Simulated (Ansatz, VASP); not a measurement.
## One calculation of Al2Ga3N5, two programs

```xyz
10
Lattice="-1.4821 1.4821 10.4984 1.4821 -1.4821 10.4984 1.4821 1.4821 -10.4984" Properties=species:S:1:pos:R:3 pbc="T T T"
Al    0.0000    0.0000    8.4240
Al    0.0000    0.0000   12.5728
Ga    0.0000    0.0000   16.8156
Ga    0.0000    0.0000    0.0000
Ga    0.0000    0.0000    4.1811
N     0.0000    0.0000   18.9145
N     0.0000    0.0000   10.4984
N     0.0000    0.0000    2.0823
N     0.0000    0.0000   14.6480
N     0.0000    0.0000    6.3487
```

Alike in both runs: functional PBE; k mesh 8 × 8 × 8; occupations gaussian, width 0.1 eV; no spin polarisation.

Ansatz relaxed the structure, and its values are those at the end. VASP's run is a single point on that final structure, the one shown.

```csv
,VASP,Ansatz
version,VASP 6.6.1,Ansatz 0.2.0
potentials or method,"VASP PAW PBE potentials, release 64 (Al, Ga_d, N), cutoff 520 eV","scalar-relativistic, plane waves, PAW"
valence electrons in the cell,70,70
```

```tsv
	VASP	Ansatz	Ansatz less VASP
gap on the k mesh at the Fermi level (eV)	1.23	1.24	+0.011
least direct gap on the mesh (eV)	2.01	2.02	+0.010
pressure (GPa)	0.5	0.0	-0.48
rms of the force components (eV/Å)	0.011	0.007	-0.0043
```
